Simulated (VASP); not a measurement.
A run of VASP 6.6.1:

INCAR

```
ALGO = Normal
EDIFF = 1E-6
ENCUT = 520
GGA = PE
ISIF = 2
ISMEAR = -1
LASPH = T
LCHARG = F
LREAL = F
LWAVE = F
NBANDS = 16
NELM = 100
PREC = Accurate
SIGMA = 0.08
```

The input KPOINTS:

```
k-points
0
Gamma
  15 15 8
```

The input POSCAR:

```
SiC
1.0
    3.0759982064      0.0000000000      0.0000000000
   -1.5379991032      2.6638925888      0.0000000000
    0.0000000000      0.0000000000      5.0984800000
Si C
2 2
Direct
    0.3333333333      0.6666666667      0.0000000000
    0.6666666667      0.3333333333      0.5000000000
    0.3333333333      0.6666666667      0.3850000000
    0.6666666667      0.3333333333      0.8850000000
```

Potentials or basis: VASP PAW PBE potentials, release 64 (Si, C).

Run with:

```sh
$ cat potpaw_PBE.64/Si/POTCAR potpaw_PBE.64/C/POTCAR > POTCAR
$ mpirun -np 1 vasp_std > vasp.out
```

Hardware: 1 thread of Intel(R) Xeon(R) Platinum 8488C (Sapphire Rapids), with other jobs on the host.

Question: Estimate the wall time of this run.

Answer: It took 40 s on 1 thread of Intel(R) Xeon(R) Platinum 8488C (Sapphire Rapids), with other jobs on the host, peak memory 0.2 GiB. Counts: scf iterations 12, k points 135.
